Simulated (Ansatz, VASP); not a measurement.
**Two plane-wave programs on TiMoSe4**

```xyz
6
Lattice="3.4111 0.0000 0.0000 -1.7055 2.9541 0.0000 0.0000 0.0000 14.3620" Properties=species:S:1:pos:R:3 pbc="T T T"
Ti    1.7055    0.9847    7.1810
Mo    1.7055    0.9847    0.0000
Se    0.0000    1.9694    8.8093
Se    0.0000    0.0000   12.7236
Se    0.0000    0.0000    1.6383
Se    0.0000    1.9694    5.5527
```

Change from the starting cell: species swapped into the TaWSe4 type (P-6m2, No. 187).

Alike in both runs: functional PBE; k mesh 4 × 4 × 1; occupations gaussian, width 0.15 eV; collinear spin.

Ansatz relaxed the structure, and its values are those at the end. VASP's run is a single point on that final structure, the one shown.

|  | VASP | Ansatz |
| --- | --- | --- |
| version | VASP 6.6.1 | Ansatz 0.2.0 |
| potentials or method | VASP PAW PBE potentials, release 64 (Ti_sv, Mo_sv, Se), cutoff 520 eV | scalar-relativistic, plane waves, PAW |
| valence electrons in the cell | 50 | 90 |

|  | VASP | Ansatz | Ansatz less VASP |
| --- | --- | --- | --- |
| gap on the k mesh at the Fermi level (eV) | 0.27 | 0.27 | +0.001 |
| least direct gap on the mesh (eV) | 0.74 | 0.74 | +0.003 |
| pressure (GPa) | 0.2 | 0.1 | -0.14 |
| rms of the force components (eV/Å) | 0.020 | 0.014 | -0.0060 |
| net moment per atom (μB) | 0.00 | 0.00 | -0.001 |

VASP's potentials hold 50 valence electrons a cell and Ansatz's 90, so a difference there can come from the potentials and not from the codes. Ansatz's warnings: seeded moment not kept.

The k mesh is coarse, so the values compare programs but aren't converged.
